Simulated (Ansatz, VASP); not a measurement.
# Zn: VASP beside Ansatz

INCAR

```
SYSTEM = Zn
PREC = Accurate
ENCUT = 520
EDIFF = 1E-6
ISMEAR = -1
SIGMA = 0.03
LREAL = .False.
LASPH = .True.
NELM = 60
ALGO = Normal
ISIF = 2
LWAVE = .False.
LCHARG = .False.
GGA = PE
NBANDS = 19
```

File KPOINTS:

```
regular mesh
0
Gamma
  18 18 8
  0 0 0
```

POSCAR

```
Zn
1.0
    2.6647980532      0.0199859854      0.0000000000
   -1.3150906555      2.2977898173      0.0000000000
    0.0000000000      0.0000000000      4.9467000000
Zn
2
Direct
    0.3333333333      0.6666666667      0.2500000000
    0.6666666667      0.3333333333      0.7500000000
```

Input for Ansatz:

```yaml
crystal:
  lattice:
    - [2.6647980532, 0.0199859854, 0.0]
    - [-1.3150906555, 2.2977898173, 0.0]
    - [0.0, 0.0, 4.9467]
  atoms:
    - { symbol: Zn, position: [0.3333333333, 0.6666666667, 0.25] }
    - { symbol: Zn, position: [0.6666666667, 0.3333333333, 0.75] }
kpoints:
  mp_grid: { grid: [18, 18, 8] }
scf:
  occupations: { method: fermi_dirac, width: 0.03 }
hamiltonian:
  xc: pbe
  pseudopotentials: { kind: all_electron, lapw: { basis_error: 0.00025 } }
output:
  forces: true
  stress: true
  eigenvalues: true
```

Change from the starting cell: xy shear strain of +1.5 %.

Alike in both runs: task single point; functional PBE; k mesh 18 × 18 × 8; occupations fermi-dirac, width 0.03 eV; no spin polarisation.

|  | VASP | Ansatz |
| --- | --- | --- |
| version | VASP 6.6.1 | Ansatz 0.2.0 |
| potentials or method | VASP PAW PBE potentials, release 64 (Zn), cutoff 520 eV | all-electron LAPW, scalar-relativistic |

```csv
,VASP,Ansatz,Ansatz less VASP
pressure (GPa),0.0,-0.3,-0.33
"traceless stress, the component that is largest in VASP (GPa)",0.59,0.71,+0.114
rms of the force components (eV/Å),0.004,0.004,+0.0007
```

Atom by atom the forces differ by 0.001 eV/Å (rms over components). Ansatz ran all-electron here, and VASP with PAW potentials.
